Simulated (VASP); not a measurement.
Here is a VASP 6.6.1 calculation.

INCAR

```
ALGO = Normal
EDIFF = 1E-6
ENCUT = 520
GGA = PE
GGA_COMPAT = F
ISIF = 2
ISMEAR = -1
LASPH = T
LCHARG = F
LORBIT = 11
LORBMOM = T
LREAL = F
LSORBIT = T
LWAVE = F
MAGMOM = 0 0 0 0 0 0
NBANDS = 30
NELM = 150
PREC = Accurate
SIGMA = 0.02
```

File KPOINTS:

```
k-points
0
Gamma
  8 8 8
```

POSCAR

```
GaAs
1.0
    0.0000000000      2.8330850939      2.8330850939
    2.8330850939      0.0000000000      2.8330850939
    2.8330850939      2.8330850939      0.0000000000
Ga As
1 1
Direct
    0.0000000000      0.0000000000      0.0000000000
    0.2500000000      0.2500000000      0.2500000000
```

Potentials or basis: VASP PAW PBE potentials, release 64 (Ga_d, As).

Run with:

```console
$ cat potpaw_PBE.64/Ga_d/POTCAR potpaw_PBE.64/As/POTCAR > POTCAR
$ mpirun -np 1 vasp_ncl > vasp.out
```

**Question.** Estimate the pressure.

**Answer.** 2.9 GPa.

**Question.** What does it give for the net moment?

**Answer.** 0.00 μB per cell.

Moments on the atoms (μB; x, y, z):
```
Ga  0.00 0.00 0.00
As  0.00 0.00 0.00
```
